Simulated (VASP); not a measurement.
Set up this calculation in VASP 6.6.1, as the native input.

| Quantity | Value |
| --- | --- |
| Task | single point |
| Functional | PBEsol |
| Potentials or basis | VASP PAW PBE potentials, release 64 (C, O) |
| Cutoff | 520 eV |
| k mesh | 7 × 7 × 7 |
| Occupations | methfessel-paxton, width 0.02 eV |
| Spin | no spin polarisation |
| Dipole correction | no |
| Further INCAR settings | ALGO = Normal; EDIFF = 1e-07; NBANDS = 25 |

The structure of CO2 lies in POSCAR:

```
CO2
1.0
   -1.9344180765      1.9344180765      2.9525313068
    1.9344180765     -1.9344180765      2.9525313068
    1.9344180765      1.9344180765     -2.9525313068
C O
2 4
Direct
    0.7500000000      0.2500000000      0.5000000000
    0.0000000000      0.0000000000      0.0000000000
    0.7098000000      0.1250000000      0.0848000000
    0.0402000000      0.6250000000      0.9152000000
    0.3750000000      0.2902000000      0.4152000000
    0.8750000000      0.9598000000      0.5848000000
```

One way to write it, as run:

INCAR

```
ALGO = Normal ; EDIFF = 1E-7
ENCUT = 520 ; GGA = PS
ISIF = 2 ; ISMEAR = 1
LASPH = T ; LCHARG = F
LREAL = F ; LWAVE = F
NBANDS = 25 ; NELM = 80
PREC = Accurate ; SIGMA = 0.02
```

KPOINTS

```
k-points
0
Gamma
  7 7 7
```

Potentials or basis: VASP PAW PBE potentials, release 64 (C, O).

The run is started by

```sh
$ cat potpaw_PBE.64/C/POTCAR potpaw_PBE.64/O/POTCAR > POTCAR
$ mpirun -np 1 vasp_std > vasp.out
```

It gave:

```yaml
Pressure: 12.9 GPa
Largest_force: 0.813 eV/Å
Band_gap_on_the_k_mesh: 7.78 eV, indirect (least direct gap 8.26 eV)
```

Caveat: the PAW data sets were made with another functional, which shifts forces and pressure a little.

Run time: 39 s on 1 thread of AMD EPYC 9R45 96-Core Processor (Zen 5), with other jobs on the host, peak memory 0.14 GiB.
